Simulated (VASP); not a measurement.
A run of VASP 6.6.1:

File INCAR:

```
  ALGO = Normal
  EDIFF = 1E-6
  ENCUT = 520
  GGA = PE
  ISIF = 2
  ISMEAR = -1
  LASPH = True
  LCHARG = False
  LREAL = False
  LWAVE = False
  NBANDS = 9
  NELM = 80
  PREC = Accurate
  SIGMA = 0.1
```

Contents of KPOINTS:

```
k-points
0
Gamma
  15 15 8
```

Contents of POSCAR:

```
Mg
1.0
    3.1205049492      0.0000000000      0.0000000000
   -1.5602524746      2.7024365586      0.0000000000
    0.0000000000      0.0000000000      5.0072976900
Mg
2
Direct
    0.3333333333      0.6666666667      0.2500000000
    0.6666666667      0.3333333333      0.7500000000
```

Potentials or basis: VASP PAW PBE potentials, release 64 (Mg).

Command:

```console
$ cat potpaw_PBE.64/Mg/POTCAR > POTCAR
$ mpirun -np 1 vasp_std > vasp.out
```

Hardware: 1 thread of Intel(R) Xeon(R) Platinum 8559C (Emerald Rapids), with other jobs on the host.

Task: Estimate the wall time of this run.

Result: Run time: 14 s on 1 thread of Intel(R) Xeon(R) Platinum 8559C (Emerald Rapids) (shared host), peak memory 0.19 GiB. Counts: scf iterations 9, k points 135.
